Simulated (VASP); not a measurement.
BaTiO3: single point with r2SCAN

The system is BaTiO3.

```
Ba Ti O
1.0
     3.99410   -0.09666    0.00000
    -0.09666    3.99410    0.00000
     0.00000    0.00000    3.99410
Ba Ti O
1 1 3
Direct
  0.50000 0.50000 0.50000
  0.00000 0.00000 0.00000
  0.50000 0.00000 0.00000
  0.00000 0.50000 0.00000
  0.00000 0.00000 0.50000
```

This cell differs from its parent crystal: shear xy strain -4.8%.

- Program: VASP 6.6.1
- Task: single point
- Functional: r2SCAN
- Potentials or basis: VASP PAW PBE potentials, release 64 (Ba_sv, Ti_sv, O)
- Cutoff: 520 eV
- k mesh: 6 × 6 × 6
- Occupations: gaussian, width 0.01 eV
- Spin: no spin polarisation
- Dipole correction: no
- Further INCAR settings: ALGO = Normal; EDIFF = 1e-07; NBANDS = 28

| Item | Value |
| --- | --- |
| Pressure | 2.2 GPa |
| Band gap on the k mesh | 2.02 eV (least direct gap 2.04 eV) |

Stress tensor (GPa, compression positive):
```
2.30 6.65 0.00
6.65 2.30 0.00
0.00 0.00 2.11
```

Levels at points of the mesh, in eV from the valence-band top:
```
           k point  band 16  band 17  band 18  band 19  band 20  band 21  band 22  band 23  band 24  band 25
(0.00, 0.00, 0.00)    -1.16    -1.08    -0.32    -0.20    -0.02     2.02     2.09     2.19     4.17     4.17
(0.50, 0.00, 0.00)    -1.98    -1.87    -1.86    -0.79    -0.78     2.26     3.83     3.84     4.19     6.32
(0.50, 0.50, 0.00)    -2.67    -1.83    -1.00    -0.82    -0.09     3.79     3.91     4.29     5.10     8.12
(0.00, 0.00, 0.50)    -1.99    -1.97    -1.74    -1.00    -0.54     2.27     3.80     3.88     4.18     6.32
(0.50, 0.00, 0.50)    -2.73    -1.81    -0.92    -0.91    -0.13     3.83     3.84     4.30     5.09     8.12
(0.50, 0.50, 0.50)    -2.44    -2.30    -0.07     0.00     0.00     4.49     4.53     4.60     7.21     7.43
```

It took 4.9 min on 1 thread of AMD EPYC 7R43 64-Core Processor (Zen 3) (shared host), peak memory 0.2 GiB.

Caveat: the cell differs from its parent crystal (shear xy strain -4.8%); the PAW data sets were made with another functional, which shifts forces and pressure a little; spin-orbit coupling is left out, which moves the levels of the heavy elements. A k mesh can miss the band edges.
